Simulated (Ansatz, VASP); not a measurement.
**One calculation of Ir, two programs**

```
Ir
1.0
     2.71486    0.00000    0.00000
    -1.35743    2.35114    0.00000
     0.00000    0.00000    4.43337
Ir
2
Direct
  0.33333 0.66667 0.25000
  0.66667 0.33333 0.75000
```

Alike in both runs: task relaxation of cell and atoms; functional BLYP; k mesh 13 × 13 × 7; occupations fermi-dirac, width 0.1 eV; no spin polarisation.

|  | VASP | Ansatz |
| --- | --- | --- |
| version | VASP 6.6.1 | Ansatz 0.2.0 |
| potentials or method | VASP PAW PBE potentials, release 64 (Ir), cutoff 600 eV | plane waves (420 eV) with PAW, scalar-relativistic |
| valence electrons in the cell | 18 | 34 |

|  | VASP | Ansatz | Ansatz less VASP |
| --- | --- | --- | --- |
| relaxed volume (Å³/atom) | 15.46 | 15.34 | -0.126 |
| relaxed cell length with the largest relative difference (Å) | 4.543 | 4.530 | -0.0137 |

VASP's potentials were made for PBE, not for BLYP. VASP's potentials hold 18 valence electrons a cell and Ansatz's 34, so a difference there can come from the potentials and not from the codes.

Spin-orbit coupling is off throughout.
